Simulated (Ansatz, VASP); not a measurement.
BN: VASP beside Ansatz

```
CELL_PARAMETERS angstrom
2.51218 0.00000 0.00000
-1.25609 2.17561 0.00000
0.00000 0.00000 8.34369
ATOMIC_POSITIONS crystal
B 0.33333 0.66667 0.25000
B 0.66667 0.33333 0.75000
N 0.34672 0.63010 0.75000
N 0.66667 0.33333 0.25000
```

Alike in both runs: task single point; functional PBE; k mesh 12 × 12 × 4; occupations gaussian, width 0.05 eV; no spin polarisation.

```csv
,VASP,Ansatz
version,VASP 6.6.1,Ansatz 0.2.0
potentials or method,"VASP PAW PBE potentials, release 64 (B, N), cutoff 520 eV","scalar-relativistic, plane waves, PAW"
valence electrons in the cell,16,16
```

VASP gave:

```
gap on the k mesh at the Fermi level (eV)                     : 4.07
least direct gap on the mesh (eV)                             : 4.48
pressure (GPa)                                                : 2.1
traceless stress, the component that is largest in VASP (GPa) : 4.69
rms of the force components (eV/Å)                            : 2.120
```

Which values does Ansatz return?

gap on the k mesh at the Fermi level (eV): 4.08; least direct gap on the mesh (eV): 4.48; pressure (GPa): 2.1; traceless stress, the component that is largest in VASP (GPa): 4.62; rms of the force components (eV/Å): 2.125.

Atom by atom the forces differ by 0.005 eV/Å (rms over components).
